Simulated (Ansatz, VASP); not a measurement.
## Al2Ru: VASP beside Ansatz

Contents of INCAR:

```
PREC = Accurate ; ENCUT = 520
EDIFF = 1E-6 ; ISMEAR = 0
SIGMA = 0.03 ; LREAL = False
LASPH = True ; NELM = 60
ALGO = Fast ; ISIF = 2
LWAVE = False ; LCHARG = False
GGA = CA ; NBANDS = 29
```

The input KPOINTS:

```
Automatic mesh
0
Gamma
  10 10 10
```

Contents of POSCAR:

```
Al2Ru
1.0
    0.0000000000      4.2273250831      4.6474173125
    2.2077615075      0.0000000000      4.6474173125
    2.2077615075      4.2273250831      0.0000000000
Al Ru
4 2
Direct
    0.0788992938      0.4211007062      0.0788992938
    0.4211007062      0.0788992938      0.4211007062
    0.1711007062      0.8288992938      0.1711007062
    0.8288992938      0.1711007062      0.8288992938
    0.7500000000      0.7500000000      0.7500000000
    0.5000000000      0.5000000000      0.5000000000
```

Input for Ansatz:

```yaml
crystal:
  lattice:
    - [0.0, 4.2273250831, 4.6474173125]
    - [2.2077615075, 0.0, 4.6474173125]
    - [2.2077615075, 4.2273250831, 0.0]
  atoms:
    - { symbol: Al, position: [0.0788992938, 0.4211007062, 0.0788992938] }
    - { symbol: Al, position: [0.4211007062, 0.0788992938, 0.4211007062] }
    - { symbol: Al, position: [0.1711007062, 0.8288992938, 0.1711007062] }
    - { symbol: Al, position: [0.8288992938, 0.1711007062, 0.8288992938] }
    - { symbol: Ru, position: [0.75, 0.75, 0.75] }
    - { symbol: Ru, position: [0.5, 0.5, 0.5] }
basis:
  ecutwfc: 420
kpoints:
  mp_grid: { grid: [10, 10, 10] }
hamiltonian:
  xc: lda
  pseudopotentials: { kind: paw, azcp: { folder: soft_1 } }
scf:
  occupations: { method: gaussian, width: 0.03 }
output:
  forces: true
  stress: true
  eigenvalues: true
```

Change from the starting cell: volume 14.458 Å^3 an atom, stretch along a over the lengths across it, relative to the relaxed cell 0.8864.

Alike in both runs: task single point; functional LDA; k mesh 10 × 10 × 10; occupations gaussian, width 0.03 eV; no spin polarisation.

```csv
,VASP,Ansatz
version,VASP 6.6.1,Ansatz 0.2.0
potentials or method,"VASP PAW LDA potentials, release 64 (Al, Ru_pv), cutoff 520 eV","scalar-relativistic, plane waves, PAW"
valence electrons in the cell,40,44
```

|  | VASP | Ansatz | Ansatz less VASP |
| --- | --- | --- | --- |
| gap on the k mesh at the Fermi level (eV) | none | none | - |
| pressure (GPa) | -9.8 | -10.1 | -0.37 |
| traceless stress, the component that is largest in VASP (GPa) | 18.23 | 18.18 | -0.053 |
| rms of the force components (eV/Å) | 0.197 | 0.197 | +0.0001 |

Ansatz warns that its potentials were made for another functional, while VASP's fit it. LDA's correlation is that of Perdew and Zunger in VASP and of Perdew and Wang (1992) in Ansatz. Atom by atom the forces differ by 0.000 eV/Å (rms over components). A gap of «none» marks a metal or a gap that the smearing closes. VASP's potentials hold 40 valence electrons a cell and Ansatz's 44, so a difference there can come from the potentials and not from the codes.
